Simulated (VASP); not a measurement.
A run of VASP 6.6.1:

INCAR

```
PREC = Accurate
ENCUT = 520
EDIFF = 1E-7
ISMEAR = -1
SIGMA = 0.05
LREAL = False
LASPH = True
NELM = 100
ALGO = Normal
ISIF = 2
LWAVE = False
LCHARG = False
GGA = PE
NBANDS = 22
```

Contents of KPOINTS:

```
regular mesh
0
Gamma
  7 7 3
```

The input POSCAR:

```
Br
1.0
    4.3194207880     -2.1366066428      0.0000000000
    4.3194207880      2.1366066428      0.0000000000
    0.0000000000      0.0000000000      8.7106191711
Br
4
Direct
    0.3583234205      0.6416765795      0.3816686357
    0.1416765795      0.8583234205      0.8816686357
    0.6416765795      0.3583234205      0.6183313643
    0.8583234205      0.1416765795      0.1183313643
```

Potentials or basis: VASP PAW PBE potentials, release 64 (Br).

The run is started by

```console
$ cat potpaw_PBE.64/Br/POTCAR > POTCAR
$ mpirun -np 1 vasp_std > vasp.out
```

Hardware: 1 thread of Oxide Virtual Turin-like Processor, on a shared host.

Problem. How long does it take, and how much memory?

Solution. Run time: 2.7 min on 1 thread of Oxide Virtual Turin-like Processor, with other jobs on the host, peak memory 0.27 GiB. Counts: scf iterations 15, k points 32.
